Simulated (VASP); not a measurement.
# Pt (Fm-3m) in VASP: notebook, part 2 of 2

VASP 6.6.1.

### 4 Relaxation of cell and atoms, LDA

INCAR reads:

```
PREC = Accurate
ENCUT = 600
EDIFF = 1E-6
ISMEAR = 0
SIGMA = 0.1
LREAL = False
LASPH = True
NELM = 80
ALGO = Normal
ISIF = 3
LWAVE = False
LCHARG = False
GGA = CA
IBRION = 2
NSW = 100
EDIFFG = -0.002
```

KPOINTS reads:

```
Automatic mesh
0
Gamma
  18 18 18
```

POSCAR reads:

```
Pt
1.0
    0.0000000000      1.9456504812      1.9456504812
    1.9456504812      0.0000000000      1.9456504812
    1.9456504812      1.9456504812      0.0000000000
Pt
1
Direct
    0.0000000000      0.0000000000      0.0000000000
```

Potentials or basis: VASP PAW LDA potentials, release 64 (Pt).

The run is started by

```console
cat potpaw_LDA.64/Pt/POTCAR > POTCAR
mpirun -np 1 vasp_std > vasp.out
```

OUTCAR:

```text
PREC = Accurate
   ENCUT = 600
   EDIFF = 1E-6
   ISMEAR = 0
   LREAL = False
   LASPH = True
   NELM = 80
   ISIF = 3
   GGA = CA
   IBRION = 2
   NSW = 100
   EDIFFG = -0.002

 ion  position               nearest neighbor table
   1  0.000  0.000  0.000-

  LATTYP: Found a face centered cubic cell.
 ALAT       =     3.8913009624

  Lattice vectors:

 A1 = (   0.0000000000,   1.9456504812,   1.9456504812)
 A2 = (   1.9456504812,   0.0000000000,   1.9456504812)
 A3 = (   1.9456504812,   1.9456504812,   0.0000000000)

Analysis of symmetry for initial positions (statically):
=====================================================================
 Subroutine PRICEL returns:
 Original cell was already a primitive cell.

 Routine SETGRP: Setting up the symmetry group for a
 face centered cubic supercell.

 Subroutine GETGRP returns: Found 48 space group operations
 (whereof 48 operations were pure point group operations)
 out of a pool of 48 trial point group operations.

The static configuration has the point symmetry O_h .

Analysis of symmetry for dynamics (positions and initial velocities):
=====================================================================
 Subroutine PRICEL returns:
 Original cell was already a primitive cell.

 Routine SETGRP: Setting up the symmetry group for a
 face centered cubic supercell.

 Subroutine GETGRP returns: Found 48 space group operations
 (whereof 48 operations were pure point group operations)
 out of a pool of 48 trial point group operations.

The dynamic configuration has the point symmetry O_h .

 Subroutine INISYM returns: Found 48 space group operations
 (whereof 48 operations are pure point group operations),
 and found     1 'primitive' translations

----------------------------------------------------------------------------------------

[... 119 lines left out ...]
   LEPSILON=     F    determine dielectric tensor
   LRPA    =     F    only Hartree local field effects (RPA)
 conjugate gradient relaxation of ions
 non-spin polarized calculation
 Gauss-broadening in eV      SIGMA  =   0.10
  energy-cutoff  :      600.00
  volume of cell :       14.73
 maximum number of plane-waves:       531
 NGX is ok and might be reduce to    24
   NGX = 11   NGY = 11   NGZ = 11

--------------------------------------- Ionic step        1  -------------------------------------------

 number of electron      10.0000000 magnetization

 number of electron       9.9999999 magnetization

 Free energy of the ion-electron system (eV)
  ---------------------------------------------------
  ext. energy  EPLUGINS =         0.00000000
  ---------------------------------------------------
  free energy    TOTEN  =        -7.50687689 eV

  energy without entropy =       -7.49660078  energy(sigma->0) =       -7.50173884

------------------------ aborting loop because EDIFF is reached ----------------------------------------

  FORCE on cell =-STRESS in cart. coord.  units (eV):
  Direction    XX          YY          ZZ          XY          YZ          ZX
  --------------------------------------------------------------------------------------
  -------------------------------------------------------------------------------------
  Total        0.1330339      0.1330339      0.1330339      0.0000000      0.0000000      0.0000000
  in kB       14.4693296     14.4693296     14.4693296      0.0000000      0.0000000      0.0000000
  external PRESSURE =      14.4693296 kB  Pullay stress =       0.0000000 kB
[... 59 lines left out ...]
--------------------------------------- Ionic step        3  -------------------------------------------

 number of electron       9.9999999 magnetization

 Free energy of the ion-electron system (eV)
  ---------------------------------------------------
  ext. energy  EPLUGINS =         0.00000000
  ---------------------------------------------------
  free energy    TOTEN  =        -7.50718412 eV

  energy without entropy =       -7.49682740  energy(sigma->0) =       -7.50200576

 E-fermi :  11.5126     XC(G=0): -13.7971

 val. band max:       11.5077756871   @ k =  -0.3333   0.3889   0.1111
 cond. band min:      11.5255845285   @ k =   0.3889   0.2222   0.0000
 fundamental gap:      0.0178088414
 Fermi energy:        11.5125726831

 k-point     1 :       0.0000    0.0000    0.0000
  band No.  band energies     occupation
      1       1.0512      2.00000
      2       7.5713      2.00000
      3       7.5713      2.00000
      4       7.5713      2.00000
      5       9.8320      2.00000
      6       9.8320      2.00000
      7      26.0763      0.00000
      8      31.1044      0.00000
      9      31.1044      0.00000
[... 265 lines left out ...]
 k-point    24 :      -0.2222    0.0556    0.0000
  band No.  band energies     occupation
      1       3.1272      2.00000
      2       7.0676      2.00000
      3       7.9822      2.00000
      4       8.0510      2.00000
      5       9.6187      2.00000
      6      10.3274      2.00000
      7      25.2860      0.00000
      8      28.0978      0.00000
      9      32.7277      0.00000

 [... further k-points ...]
[... 5 lines left out ...]
  --------------------------------------------------------------------------------------
  -------------------------------------------------------------------------------------
  Total       -0.0001747     -0.0001747     -0.0001747      0.0000000     -0.0000000      0.0000000
  in kB       -0.0189090     -0.0189090     -0.0189090      0.0000000     -0.0000000      0.0000000
  external PRESSURE =      -0.0189090 kB  Pullay stress =       0.0000000 kB
[... 16 lines left out ...]
  FREE ENERGIE OF THE ION-ELECTRON SYSTEM (eV)
  ---------------------------------------------------
  free  energy   TOTEN  =        -7.5071841167 eV

  energy  without entropy=       -7.4968273996  energy(sigma->0) =       -7.50200576

 reached required accuracy - stopping structural energy minimisation
```

OSZICAR:

```text
N       E                     dE             d eps       ncg     rms          rms(c)
DAV:   1     0.413266882215E+02    0.41327E+02   -0.60701E+03  3574   0.117E+03
DAV:   2    -0.746124462713E+01   -0.48788E+02   -0.47041E+02  3648   0.201E+02
DAV:   3    -0.794143082230E+01   -0.48019E+00   -0.47517E+00  4239   0.207E+01
[... 19 lines left out ...]
DAV:   2    -0.750811360712E+01    0.17304E-01   -0.51750E-02  3523   0.204E+00    0.362E-01
DAV:   3    -0.750713171279E+01    0.98189E-03   -0.49320E-03  3671   0.590E-01    0.187E-01
DAV:   4    -0.750718576070E+01   -0.54048E-04   -0.21762E-04  3903   0.115E-01    0.160E-02
DAV:   5    -0.750718366094E+01    0.20998E-05   -0.47133E-06  3640   0.227E-02    0.398E-03
DAV:   6    -0.750718411665E+01   -0.45571E-06   -0.18660E-07  2195   0.339E-03
   3 F= -.75071841E+01 E0= -.75020058E+01  d E =-.307227E-03
```

Run time: 47 s. Hardware: 1 thread of Intel Xeon 8259CL, shared host; peak memory 0.17 GiB.

Results:

- Free energy: -7.5072 eV
- Relaxed volume: 14.80 Å³/atom
- Relaxed cell: a = 2.756 Å, b = 2.756 Å, c = 2.756 Å, α = 60.00°, β = 60.00°, γ = 60.00°
- Space group after relaxing (to 0.1 Å): Fm-3m (No. 225)
- Energy gained by relaxing: 0.3 meV/atom
- Ionic steps: 3
- Pressure after relaxing: 0.0 GPa
- Band gap on the k mesh: zero (bands 5 and 6 overlap by 2.30 eV)

Step by step:
| step | energy change (eV) | largest force (eV/Å) | pressure (GPa) | volume (Å³) |
| --- | --- | --- | --- | --- |
| 1 | 0.0000 | 0.0000 | 1.45 | 14.73 |
| 2 | 0.0026 | 0.0000 | -4.30 | 15.02 |
| 3 | -0.0003 | 0.0000 | 0.00 | 14.80 |

Final structure:
```xyz
1
Lattice="0.0000 1.9487 1.9487 1.9487 0.0000 1.9487 1.9487 1.9487 0.0000" Properties=species:S:1:pos:R:3 pbc="T T T"
Pt    0.0000    0.0000    0.0000
```

Caveat: spin-orbit coupling is left out, which moves the levels of the heavy elements.

### 5 Overview

| task | cell | cutoff (eV) | smearing | gap on the mesh (eV) | pressure (GPa) |
| --- | --- | --- | --- | --- | --- |
| single point | a = 2.753 Å, angles 60.0°, 1 atom | 520 | gaussian 0.1 eV | none | 0.8 |
| single point | a = 2.756 Å, angles 60.0°, 1 atom | 520 | fermi-dirac 0.15 eV | none | 0.8 |
| relaxation of cell and atoms | relaxed from a = 2.752 Å, angles 60.0°, 1 atom | 600 | gaussian 0.1 eV | none | 0.0 |

Alike in all rows: level LDA; potentials or basis VASP PAW LDA potentials, release 64 (Pt); no spin polarisation; k mesh 18 × 18 × 18.

Caveats: spin-orbit coupling is left out, which moves the levels of the heavy elements.

Total energies depend on the potentials used, so only differences within one code and one set of settings carry meaning.
